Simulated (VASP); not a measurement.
Set up this calculation in VASP 6.6.1, as the native input.

```yaml
Task: single point
Functional: PBEsol
Potentials_or_basis: VASP PAW PBE potentials, release 64 (Co_sv, O)
Cutoff: 700 eV
k_mesh: 3 × 3 × 3
Occupations: fermi-dirac, width 0.05 eV
Spin: collinear spin
Starting_moments: "[2.59, 2.59, 0.08, 0.08, 0.08, 0.08, 0.04, 0.04, 0.04, 0.04, 0.04, 0.04, 0.04, 0.04] μB"
Hubbard_terms: Co d U = 2.9 eV
Dipole_correction: no
Further_INCAR_settings: ALGO = Normal; EDIFF = 1e-06; NBANDS = 92
```

The structure of Co3O4 lies in POSCAR:

```
Co3O4
1.0
    0.0000000000      4.0589000000      4.0589000000
    4.0589000000      0.0000000000      4.0589000000
    4.0589000000      4.0589000000      0.0000000000
Co O
6 8
Direct
    0.7500000000      0.7500000000      0.7500000000
    0.5000000000      0.5000000000      0.5000000000
    0.1250000000      0.1250000000      0.1250000000
    0.6250000000      0.1250000000      0.1250000000
    0.1250000000      0.1250000000      0.6250000000
    0.1250000000      0.6250000000      0.1250000000
    0.8875000000      0.8875000000      0.8875000000
    0.9125000000      0.3625000000      0.3625000000
    0.8875000000      0.8875000000      0.3375000000
    0.3625000000      0.9125000000      0.3625000000
    0.3375000000      0.8875000000      0.8875000000
    0.3625000000      0.3625000000      0.3625000000
    0.8875000000      0.3375000000      0.8875000000
    0.3625000000      0.3625000000      0.9125000000
```

The input as run:

INCAR

```
PREC     = Accurate       # precision mode
ENCUT    = 700            # plane-wave cutoff, eV
EDIFF    = 1E-6           # SCF threshold, eV
ISMEAR   = -1             # smearing method
SIGMA    = 0.05           # smearing width, eV
LREAL    = F              # projectors in reciprocal space
LASPH    = T              # aspherical terms in the spheres
NELM     = 200            # most SCF steps
ALGO     = Normal         # electronic algorithm
ISIF     = 2              # what is computed and relaxed
LWAVE    = F              # write WAVECAR
LCHARG   = T              # write CHGCAR
ISPIN    = 2              # spin polarisation
MAGMOM   = 2.59 2.59 0.08 0.08 0.08 0.08 0.04 0.04 0.04 0.04 0.04 0.04 0.04 0.04 # initial moments
LORBIT   = 11             # projections on sites
LMAXMIX  = 4              # l up to which the mixer works
LDAU     = T              # DFT+U
LDAUTYPE = 2            
LDAUL    = 2 -1           # shell
LDAUU    = 2.9 0          # U, eV
LDAUJ    = 0 0          
LDAUPRINT= 1            
GGA      = PS             # functional
LELF     = T              # ELF
LVHAR    = T            
NBANDS   = 92             # bands
GGA_COMPAT= F
```

KPOINTS

```
Automatic mesh
0
Gamma
  3 3 3
```

Potentials or basis: VASP PAW PBE potentials, release 64 (Co_sv, O).

Launch:

```console
$ cat potpaw_PBE.64/Co_sv/POTCAR potpaw_PBE.64/O/POTCAR > POTCAR
$ mpirun -np 1 vasp_std > vasp.out
```

Results of the run:

```json
{
 "Pressure": "-8.5 GPa",
 "Largest force": "0.587 eV/Å",
 "Band gap on the k mesh": "1.67 eV",
 "Net moment": "6.00 μB per cell",
 "Site moments": "Co +2.52, +0.06 (each value once); O +0.04 μB",
 "Valence electrons inside the program's atomic spheres": "Co 14.94, 15.00 (each value once); O 4.99"
}
```

Caveat: the k points lie up to 0.45 Å⁻¹ apart; the PAW data sets were made with another functional, which shifts forces and pressure a little; an odd mesh through Γ misses points on the zone boundary, where band edges can lie.

It took 6.5 min on 1 thread of Intel(R) Xeon(R) Platinum 8259CL CPU @ 2.50GHz (Skylake/Cascade Lake) (shared host), peak memory 0.47 GiB.
